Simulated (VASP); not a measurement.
Here is a VASP 6.6.1 calculation.

Contents of INCAR:

```
SYSTEM = Ni
PREC = Accurate
ENCUT = 520
EDIFF = 1E-6
ISMEAR = 0
SIGMA = 0.05
LREAL = .False.
LASPH = .True.
NELM = 150
ALGO = Normal
ISIF = 2
LWAVE = .False.
LCHARG = .False.
ISPIN = 2
MAGMOM = 0.59
LORBIT = 11
LMAXMIX = 4
GGA = PE
NBANDS = 15
```

The input KPOINTS:

```
regular mesh
0
Gamma
  18 18 18
  0 0 0
```

The input POSCAR:

```
Ni
1.0
   -1.4369868833      1.4369868833      1.4369868833
    1.4369868833     -1.4369868833      1.4369868833
    1.4369868833      1.4369868833     -1.4369868833
Ni
1
Direct
    0.0000000000      0.0000000000      0.0000000000
```

Potentials or basis: VASP PAW PBE potentials, release 64 (Ni).

The run is started by

```bash
$ cat potpaw_PBE.64/Ni/POTCAR > POTCAR
$ mpirun -np 1 vasp_std > vasp.out
```

Task: Estimate the site moments.

Result: Ni +0.60 μB.

Task: Estimate the pressure.

Result: -12.3 GPa.

Task: Predict the net moment.

Result: 0.58 μB per cell.

Caveat: the cell stands under tension.
